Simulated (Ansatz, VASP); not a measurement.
## One calculation of Sb, two programs

```
Sb
1.0
     2.19908   -2.19860    0.00000
     2.19908    2.19860    0.00000
     0.00000    0.00000    3.10940
Sb
1
Direct
  0.00000 0.00000 0.00000
```

Alike in both runs: functional PBE; k mesh 18 × 18 × 18; occupations gaussian, width 0.1 eV; no spin polarisation.

Ansatz relaxed the structure, and its values are those at the end. VASP's run is a single point on that final structure, the one shown.

|  | VASP | Ansatz |
| --- | --- | --- |
| version | VASP 6.6.1 | Ansatz 0.2.0 |
| potentials or method | VASP PAW PBE potentials, release 64 (Sb), cutoff 520 eV | scalar-relativistic, plane waves, PAW |
| valence electrons in the cell | 5 | 15 |

```tsv
	VASP	Ansatz	Ansatz less VASP
gap on the k mesh at the Fermi level (eV)	none	none	-
pressure (GPa)	0.0	0.0	+0.02
```

A gap of «none» marks a metal or a gap that the smearing closes. With one functional, cell and mesh, what is left measures potentials, basis and numerics. VASP's potentials hold 5 valence electrons a cell and Ansatz's 15, so a difference there can come from the potentials and not from the codes.

Neither program's run includes spin-orbit coupling.
